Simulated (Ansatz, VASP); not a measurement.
**Al: VASP beside Ansatz**

INCAR

```
ALGO = Normal
EDIFF = 1E-7
ENCUT = 520
ISIF = 2
ISMEAR = 1
LASPH = True
LCHARG = True
LELF = True
LREAL = False
LVHAR = True
LWAVE = False
NBANDS = 14
NELM = 100
PREC = Accurate
SIGMA = 0.1
```

KPOINTS

```
k-points
0
Gamma
  9 9 3
```

POSCAR

```
Al
1.0
    2.8270770200      0.0000000000      0.0000000000
   -1.4135385100      2.4483205200      0.0000000000
    0.0000000000      0.0000000000      9.1859930700
Al
4
Direct
    0.0000000000      0.0000000000      0.0000000000
    0.3333333333      0.6666666667      0.2500000000
    0.0000000000      0.0000000000      0.5000000000
    0.6666666667      0.3333333333      0.7500000000
```

Input for Ansatz:

```yaml
crystal:
  lattice:
    - [2.82707702, 0.0, 0.0]
    - [-1.41353851, 2.44832052, 0.0]
    - [0.0, 0.0, 9.18599307]
  atoms:
    - { symbol: Al, position: [0.0, 0.0, 0.0] }
    - { symbol: Al, position: [0.3333333333333333, 0.6666666666666666, 0.25] }
    - { symbol: Al, position: [0.0, 0.0, 0.5] }
    - { symbol: Al, position: [0.6666666666666666, 0.3333333333333333, 0.75] }
basis:
  ecutwfc: 500.0
kpoints:
  mp_grid:
    grid: [9, 9, 3]
hamiltonian:
  xc: lda
  pseudopotentials:
    kind: paw
scf:
  occupations:
    method: cold
    width: 0.1
output:
  stress: true
```

Alike in both runs: task single point; functional LDA; k mesh 9 × 9 × 3; no spin polarisation.

|  | VASP | Ansatz |
| --- | --- | --- |
| version | VASP 6.6.1 | Ansatz 0.2.0 |
| potentials or method | VASP PAW LDA potentials, release 64 (Al), cutoff 520 eV | plane waves, PAW |
| occupations | methfessel-paxton of order 1, width 0.1 eV | cold, width 0.1 eV |
| valence electrons in the cell | 12 | 12 |

Ansatz gave:

| Item | Value |
| --- | --- |
| pressure (GPa) | -0.4 |
| traceless stress, the component that is largest in VASP (GPa) | 3.03 |

Question: Estimate VASP's values.

Answer: Pressure (GPa): -0.3; traceless stress, the component that is largest in VASP (GPa): 2.71.

LDA's correlation is that of Perdew and Zunger in VASP and of Perdew and Wang (1992) in Ansatz.
